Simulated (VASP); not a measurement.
Input of a VASP 6.6.1 run:

Contents of INCAR:

```
SYSTEM = K
PREC     = Accurate       ! precision mode
ENCUT    = 520            ! plane-wave cutoff, eV
EDIFF    = 1E-7           ! SCF threshold, eV
ISMEAR   = 0              ! smearing method
SIGMA    = 0.1            ! smearing width, eV
LREAL    = .False.        ! projectors in reciprocal space
LASPH    = .True.         ! aspherical terms in the spheres
NELM     = 100            ! most SCF steps
ALGO     = Normal         ! electronic algorithm
ISIF     = 2              ! what is computed and relaxed
LWAVE    = .False.        ! write WAVECAR
LCHARG   = .True.         ! write CHGCAR
GGA      = PE             ! functional
LELF     = .True.         ! ELF
LVHAR    = .True.       
NBANDS   = 10             ! bands
```

Contents of KPOINTS:

```
regular mesh
0
Gamma
  8 8 8
  0 0 0
```

File POSCAR:

```
K
1.0
    3.8391960000      0.0000000000      0.0000000000
    0.0000000000      3.8391960000      0.0000000000
    0.0000000000      0.0000000000      3.8391960000
K
1
Direct
    0.0000000000      0.0000000000      0.0000000000
```

Potentials or basis: VASP PAW PBE potentials, release 64 (K_sv).

The run is started by

```console
$ cat potpaw_PBE.64/K_sv/POTCAR > POTCAR
$ mpirun -np 1 vasp_std > vasp.out
```

Predict the pressure.

1.7 GPa.
